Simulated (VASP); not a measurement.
Runs of VASP 6.6.1 on EuO. It takes space group Fm-3m (No. 225, cubic). Conventional cell: a = 5.144 Å, b = 5.144 Å, c = 5.144 Å, α = 90.00°, β = 90.00°, γ = 90.00°. Eu (site symmetry m-3m) has 6 O at 2.57 Å within 3.4 Å. O (site symmetry m-3m) has 6 Eu at 2.57 Å within 3.4 Å. 

| k mesh | gap on the mesh (eV) | pressure (GPa) | moment (μB) |
| --- | --- | --- | --- |
| 3 × 3 × 3 | 0.15 | (a) | 7.00 |
| 6 × 6 × 6 | none | -1.5 | 6.99 |
| 5 × 5 × 5 | none | -1.5 | 6.99 |
| 8 × 8 × 8 | none | -1.4 | 7.00 |
| 4 × 4 × 4 | none | -1.5 | 6.98 |

Alike in all rows: task single point; level PBE+U; potentials or basis VASP PAW PBE potentials, release 64 (Eu, O); spin collinear, ferromagnetic start; Eu f U = 3.0 eV; cell as given; cutoff (eV) 600; smearing fermi-dirac 0.1 eV.

Q: Fill in the values left out.

A: (a) -1.6.

Caveats: some runs use coarse meshes; spin-orbit coupling is left out, which moves the levels of the heavy elements; a cell with one magnetic atom can't hold antiferromagnetic order, which such compounds often take.

A k mesh can miss the band edges, and the runs leave out spin-orbit coupling on Eu.

A gap of «none» marks levels without a gap at the run's occupations.
